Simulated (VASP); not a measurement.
# Ba (Im-3m) in VASP: notebook, part 3 of 4

VASP 6.6.1. The steps go on from the part before.

**4. Single point, r2SCAN**

The input, POSCAR:

```
Ba
1.0
   -2.5367939014      2.5367939014      2.5367939014
    2.5367939014     -2.5367939014      2.5367939014
    2.5367939014      2.5367939014     -2.5367939014
Ba
1
Direct
    0.0000000000      0.0000000000      0.0000000000
```

The input, INCAR.step1:

```
SYSTEM = Ba
ALGO     = Normal         ! electronic algorithm
EDIFF    = 1E-4           ! SCF threshold, eV
ENCUT    = 520            ! plane-wave cutoff, eV
GGA      = PE             ! functional
ISMEAR   = 1              ! smearing method
LASPH    = .TRUE.         ! aspherical terms in the spheres
LCHARG   = .FALSE.        ! write CHGCAR
LREAL    = .FALSE.        ! projectors in reciprocal space
LWAVE    = .TRUE.         ! write WAVECAR
NBANDS   = 11             ! bands
NELM     = 60             ! most SCF steps
PREC     = Accurate       ! precision mode
SIGMA    = 0.01           ! smearing width, eV
```

The input, INCAR.step2:

```
SYSTEM = Ba
ALGO     = Normal         ! electronic algorithm
EDIFF    = 1E-6           ! SCF threshold, eV
ENCUT    = 520            ! plane-wave cutoff, eV
ISIF     = 2              ! what is computed and relaxed
ISMEAR   = 1              ! smearing method
ISTART   = 1            
LASPH    = .TRUE.         ! aspherical terms in the spheres
LCHARG   = .FALSE.        ! write CHGCAR
LMIXTAU  = .TRUE.       
LREAL    = .FALSE.        ! projectors in reciprocal space
LWAVE    = .FALSE.        ! write WAVECAR
METAGGA  = R2SCAN         ! meta-GGA
NBANDS   = 11             ! bands
NELM     = 60             ! most SCF steps
PREC     = Accurate       ! precision mode
SIGMA    = 0.01           ! smearing width, eV
```

The input, KPOINTS:

```
k-points
0
G
  9 9 9
  0 0 0
```

Potentials or basis: VASP PAW PBE potentials, release 64 (Ba_sv).

Started as:

```
$ cat potpaw_PBE.64/Ba_sv/POTCAR > POTCAR
$ cp INCAR.step1 INCAR
$ mpirun -np 1 vasp_std > vasp.out
$ cp INCAR.step2 INCAR
$ mpirun -np 1 vasp_std > vasp.out
```

OUTCAR:

```text
SYSTEM = Ba
   EDIFF = 1E-6
   ENCUT = 520
   ISIF = 2
   ISMEAR = 1
   ISTART = 1
   LASPH = .TRUE.
   LREAL = .FALSE.
   METAGGA = R2SCAN
   NELM = 60
   PREC = Accurate

 ion  position               nearest neighbor table
   1  0.000  0.000  0.000-

  LATTYP: Found a body centered cubic cell.
 ALAT       =     5.0735878028

  Lattice vectors:

 A1 = (  -2.5367939014,   2.5367939014,   2.5367939014)
 A2 = (   2.5367939014,  -2.5367939014,   2.5367939014)
 A3 = (   2.5367939014,   2.5367939014,  -2.5367939014)

Analysis of symmetry for initial positions (statically):
=====================================================================
 Subroutine PRICEL returns:
 Original cell was already a primitive cell.

 Routine SETGRP: Setting up the symmetry group for a
 body centered cubic supercell.

 Subroutine GETGRP returns: Found 48 space group operations
 (whereof 48 operations were pure point group operations)
 out of a pool of 48 trial point group operations.

The static configuration has the point symmetry O_h .

Analysis of symmetry for dynamics (positions and initial velocities):
=====================================================================
 Subroutine PRICEL returns:
 Original cell was already a primitive cell.

 Routine SETGRP: Setting up the symmetry group for a
 body centered cubic supercell.

 Subroutine GETGRP returns: Found 48 space group operations
 (whereof 48 operations were pure point group operations)
 out of a pool of 48 trial point group operations.

The dynamic configuration has the point symmetry O_h .

 Subroutine INISYM returns: Found 48 space group operations
 (whereof 48 operations are pure point group operations),
 and found     1 'primitive' translations

----------------------------------------------------------------------------------------

                                     Primitive cell

  volume of cell :      65.3004

  direct lattice vectors                    reciprocal lattice vectors
    -2.536793901  2.536793901  2.536793901     0.000000000  0.197099181  0.197099181
     2.536793901 -2.536793901  2.536793901     0.197099181  0.000000000  0.197099181
     2.536793901  2.536793901 -2.536793901     0.197099181  0.197099181  0.000000000

  length of vectors
     4.393855926  4.393855926  4.393855926     0.278740335  0.278740335  0.278740335

  position of ions in fractional coordinates (direct lattice)
     0.000000000  0.000000000  0.000000000

  ion indices of the primitive-cell ions
   primitive index   ion index
                 1           1

----------------------------------------------------------------------------------------

 KPOINTS: k-points

Automatic generation of k-mesh.
 Grid dimensions read from file:
 generate k-points for:    9    9    9

 Generating k-lattice:

  Cartesian coordinates                     Fractional coordinates (reciprocal lattice)
     0.000000000  0.021899909  0.021899909     0.111111111  0.000000000  0.000000000
     0.021899909  0.000000000  0.021899909     0.000000000  0.111111111  0.000000000
     0.021899909  0.021899909  0.000000000     0.000000000  0.000000000  0.111111111

  Length of vectors
     0.030971148  0.030971148  0.030971148

  Shift w.r.t. Gamma in fractional coordinates (k-lattice)
     0.000000000  0.000000000  0.000000000

 Subroutine IBZKPT returns following result:
 ===========================================

 Found     35 irreducible k-points:

 Following reciprocal coordinates:
            Coordinates               Weight
  0.000000  0.000000  0.000000      1.000000
  0.111111  0.000000  0.000000     12.000000
  0.222222  0.000000  0.000000     12.000000
  0.333333  0.000000  0.000000     12.000000
  0.444444  0.000000  0.000000     12.000000
  0.111111  0.111111  0.000000     24.000000
[... 16 lines left out ...]
 -0.333333  0.444444  0.111111     48.000000
 -0.444444 -0.444444  0.111111     24.000000
 [... further k-points ...]
   k-points           NKPTS =     35   k-points in BZ     NKDIM =     35   number of bands    NBANDS=     11
   number of dos      NEDOS =    301   number of ions     NIONS =      1
   total plane-waves  NPLWV =  46656
   dimension x,y,z NGX =    36 NGY =   36 NGZ =   36
   dimension x,y,z NGXF=    72 NGYF=   72 NGZF=   72
   ions per type =               1
   NGX,Y,Z   is equivalent  to a cutoff of  13.62, 13.62, 13.62 a.u.
   NGXF,Y,Z  is equivalent  to a cutoff of  27.24, 27.24, 27.24 a.u.
 SYSTEM =  Ba
   PREC   = accura    normal or accurate (medium, high low for compatibility)
   ISTART =      1    job   : 0-new  1-cont  2-samecut
   ICHARG =      0    charge: 1-file 2-atom 10-const
   ISPIN  =      1    spin polarized calculation?
   LNONCOLLINEAR =      F non collinear calculations
   LSORBIT =      F    spin-orbit coupling
   LASPH  =      T    aspherical Exc in radial PAW
   ENCUT  =  520.0 eV  38.22 Ry    6.18 a.u.   8.17  8.17  8.17*2*pi/ulx,y,z
   NELM   =     60;   NELMIN=  2; NELMDL=  0     # of ELM steps
   EDIFF  = 0.1E-05   stopping-criterion for ELM
   LREAL  =      F    real-space projection
   EDIFFG = 0.1E-04   stopping-criterion for IOM
   NSW    =      0    number of steps for IOM
   IBRION =     -1    ionic relax: 0-MD 1-quasi-New 2-CG
   NFREE  =      0    steps in history (QN), initial steepest desc. (CG)
   ISIF   =      2    stress and relaxation
   ISYM   =      2    0-nonsym 1-usesym 2-fastsym
   POTIM  = 0.5000    time-step for ionic-motion
   TEBEG  =    0.0;   TEEND  =   0.0 temperature during run
   PSTRESS=    0.0 pullay stress
   NELECT =      10.0000    total number of electrons
   NUPDOWN=      -1.0000    fix difference up-down
   EMIN   =  10.00;   EMAX   =-10.00  energy-range for DOS
   EFERMI =   0.00;   METHOD = LEGACY
   ISMEAR =     1;   SIGMA  =   0.01  broadening in eV -4-tet -1-fermi 0-gaus
   EFERMI_NEDOS =   21; number of points for ismear=-14 and -15
   IALGO  =     38    algorithm
   IMIX   =      4    mixing-type and parameters
     AMIX     =   0.40;   BMIX     =  1.00
     AMIX_MAG =   1.60;   BMIX_MAG =  1.00
  volume/ion in A,a.u.               =      65.30       440.67
  Fermi-wavevector in a.u.,A,eV,Ry     =   0.875863  1.655142 10.437525  0.767136
  Thomas-Fermi vector in A             =   1.995593
   LORBIT       =      0    0 simple, 1 ext, 2 COOP (PROOUT), +10 PAW based schemes
   METAGGA = R2SCAN    functional components
   LHFCALC =     F    Hartree Fock is set to
   AEXX    =    0.0000 exact exchange contribution
   IVDW    =     0    specifies the selected vdW correction
   LEPSILON=     F    determine dielectric tensor
   LRPA    =     F    only Hartree local field effects (RPA)
 non-spin polarized calculation
 Methfessel and Paxton  Order N= 1 SIGMA  =   0.01
  energy-cutoff  :      520.00
  volume of cell :       65.30
 maximum number of plane-waves:      1775
 NGX is ok and might be reduce to    36
   NGX = 17   NGY = 17   NGZ = 17

 number of electron      10.0000000 magnetization

 Free energy of the ion-electron system (eV)
  ---------------------------------------------------
  ext. energy  EPLUGINS =         0.00000000
  ---------------------------------------------------
  free energy    TOTEN  =       -26.43282853 eV

  energy without entropy =      -26.43284066  energy(sigma->0) =      -26.43283257

 E-fermi :   1.6514     XC(G=0):  -7.7079

 val. band max:        1.6218466791   @ k =  -0.4444  -0.4444   0.2222
 cond. band min:       1.6521071188   @ k =  -0.3333   0.3333   0.3333
 fundamental gap:      0.0302604398
 Fermi energy:         1.6513561280

 k-point     1 :       0.0000    0.0000    0.0000
  band No.  band energies     occupation
      1     -28.3715      2.00000
      2     -12.9216      2.00000
      3     -12.9216      2.00000
      4     -12.9216      2.00000
      5      -1.2579      2.00000
      6       3.7059      0.00000
      7       3.7059      0.00000
      8       3.7059      0.00000
      9       5.0086      0.00000
     10       5.0086      0.00000
     11       8.7919      0.00000
[... 309 lines left out ...]
 k-point    24 :      -0.4444   -0.4444    0.1111
  band No.  band energies     occupation
      1     -28.3245      2.00000
      2     -13.2997      2.00000
      3     -13.1180      2.00000
      4     -12.9879      2.00000
      5       1.2704      2.00000
      6       2.1421      0.00000
      7       2.7151      0.00000
      8       4.2745      0.00000
      9       5.7694      0.00000
     10       7.1923      0.00000
     11       7.7419      0.00000

 [... further k-points ...]

------------------------ aborting loop because EDIFF is reached ----------------------------------------

  FORCE on cell =-STRESS in cart. coord.  units (eV):
  Direction    XX          YY          ZZ          XY          YZ          ZX
  --------------------------------------------------------------------------------------
  -------------------------------------------------------------------------------------
  Total        0.0036856      0.0036856      0.0036856      0.0000000      0.0000000      0.0000000
  in kB        0.0904276      0.0904276      0.0904276      0.0000000      0.0000000      0.0000000
  external PRESSURE =       0.0904276 kB  Pullay stress =       0.0000000 kB

 VOLUME and BASIS-vectors are now :
 -----------------------------------------------------------------------------
  energy-cutoff  :      520.00
  volume of cell :       65.30
      direct lattice vectors                 reciprocal lattice vectors
    -2.536793901  2.536793901  2.536793901     0.000000000  0.197099181  0.197099181
     2.536793901 -2.536793901  2.536793901     0.197099181  0.000000000  0.197099181
     2.536793901  2.536793901 -2.536793901     0.197099181  0.197099181  0.000000000

 POSITION                                       TOTAL-FORCE (eV/Angst)
 -----------------------------------------------------------------------------------
      0.00000      0.00000      0.00000        -0.000000     -0.000000      0.000000
 -----------------------------------------------------------------------------------
    total drift:                               -0.000000      0.000000      0.000000

  FREE ENERGIE OF THE ION-ELECTRON SYSTEM (eV)
  ---------------------------------------------------
  free  energy   TOTEN  =       -26.4328285267 eV

  energy  without entropy=      -26.4328406611  energy(sigma->0) =      -26.43283257
```

Run time: 71 s. Hardware: 1 thread of Intel Xeon 6975P-C (Granite Rapids), shared host; peak memory 0.21 GiB.

Results:

| Property | Result |
| --- | --- |
| Free energy | -26.4328 eV |
| Pressure | 0.0 GPa |
| Band gap on the k mesh | zero (bands 5 and 6 overlap by 0.94 eV) |

Caveat: the PAW data sets were made with another functional, which shifts forces and pressure a little; spin-orbit coupling is left out, which moves the levels of the heavy elements.

(Part 3 of 4 ends here.)
